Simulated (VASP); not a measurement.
Here is a VASP 6.6.1 calculation.

Contents of INCAR:

```
  PREC = Accurate
  ENCUT = 600
  EDIFF = 1E-6
  ISMEAR = 0
  SIGMA = 0.1
  LREAL = False
  LASPH = True
  NELM = 80
  ALGO = Normal
  ISIF = 3
  LWAVE = False
  LCHARG = False
  GGA = PE
  IBRION = 2
  NSW = 90
  EDIFFG = -0.04
```

KPOINTS

```
Automatic mesh
0
Gamma
  4 4 4
```

Contents of POSCAR:

```
Mg2O
1.0
    4.5749895638      0.0000000000      0.0000000000
    0.0000000000      4.5749895638      0.0000000000
    0.0000000000      0.0000000000      4.3431892413
Mg O
4 2
Direct
    0.2500000000      0.2500000000      0.4185288392
    0.7500000000      0.7500000000      0.4185288392
    0.7500000000      0.2500000000      0.9185288392
    0.2500000000      0.7500000000      0.9185288392
    0.5000000000      0.5000000000      0.1592561084
    0.0000000000      0.0000000000      0.6592561084
```

Potentials or basis: VASP PAW PBE potentials, release 64 (Mg, O).

Launch:

```sh
$ cat potpaw_PBE.64/Mg/POTCAR potpaw_PBE.64/O/POTCAR > POTCAR
$ mpirun -np 1 vasp_std > vasp.out
```

(1) What does it give for the band gap on the k mesh?

(2) Predict the relaxed volume.

(3) Predict the space group after relaxing (to 0.05 Å).

## Answers

(1) zero (band 10 reaches 3.99 eV, above the bottom of band 11 at 3.06 eV).

(2) 15.80 Å³/atom.

(3) P4_2nm (No. 102).

Caveat: the k points lie up to 0.45 Å⁻¹ apart in the final cell.
